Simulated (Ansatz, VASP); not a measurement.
**One calculation of Br, two programs**

Contents of INCAR:

```
SYSTEM = Br
  PREC = Accurate
  ENCUT = 520
  EDIFF = 1E-6
  ISMEAR = -1
  SIGMA = 0.6
  LREAL = .False.
  LASPH = .True.
  NELM = 60
  ALGO = Normal
  ISIF = 2
  LWAVE = .False.
  LCHARG = .False.
  NBANDS = 22
```

The input KPOINTS:

```
regular mesh
0
Gamma
  9 9 4
  0 0 0
```

File POSCAR:

```
Br
1.0
    3.3280929616     -1.9517224565      0.0000000000
    3.3280929616      1.9517224565      0.0000000000
    0.0000000000      0.0000000000      8.4732333614
Br
4
Direct
    0.8406697304      0.1593302696      0.1209213125
    0.6593302696      0.3406697304      0.6209213125
    0.1593302696      0.8406697304      0.8790786875
    0.3406697304      0.6593302696      0.3790786875
```

Input for Ansatz:

```yaml
crystal:
  lattice:
    - [3.3280929616, -1.9517224565, 0.0]
    - [3.3280929616, 1.9517224565, 0.0]
    - [0.0, 0.0, 8.4732333614]
  atoms:
    - { symbol: Br, position: [0.8406697304, 0.1593302696, 0.1209213125] }
    - { symbol: Br, position: [0.6593302696, 0.3406697304, 0.6209213125] }
    - { symbol: Br, position: [0.1593302696, 0.8406697304, 0.8790786875] }
    - { symbol: Br, position: [0.3406697304, 0.6593302696, 0.3790786875] }
hamiltonian:
  xc: lda
  pseudopotentials:
    kind: paw
    azcp:
      Br: "pseudopotentials/Br.paw.azcp"
basis:
  ecutwfc: 420
  fft_grid_basis: typed
kpoints:
  mp_grid: { grid: [9, 9, 4], shift: [0, 0, 0] }
magnetization:
  spin_polarized: false
scf:
  occupations: { method: fermi_dirac, width: 0.6 }
  lower_state_search: "off"
output:
  stress: true
```

Alike in both runs: task single point; functional LDA; k mesh 9 × 9 × 4; occupations fermi-dirac, width 0.6 eV; no spin polarisation.

```csv
,VASP,Ansatz
version,VASP 6.6.1,Ansatz 0.2.0
potentials or method,"VASP PAW LDA potentials, release 64 (Br), cutoff 520 eV","plane waves (420 eV) with PAW, scalar-relativistic"
valence electrons in the cell,28,28
```

```csv
,VASP,Ansatz,Ansatz less VASP
pressure (GPa),3.1,3.0,-0.08
"traceless stress, the component that is largest in VASP (GPa)",3.54,3.44,-0.099
```

Ansatz warns that its potentials were made for another functional, while VASP's fit it. LDA's correlation is that of Perdew and Zunger in VASP and of Perdew and Wang (1992) in Ansatz.
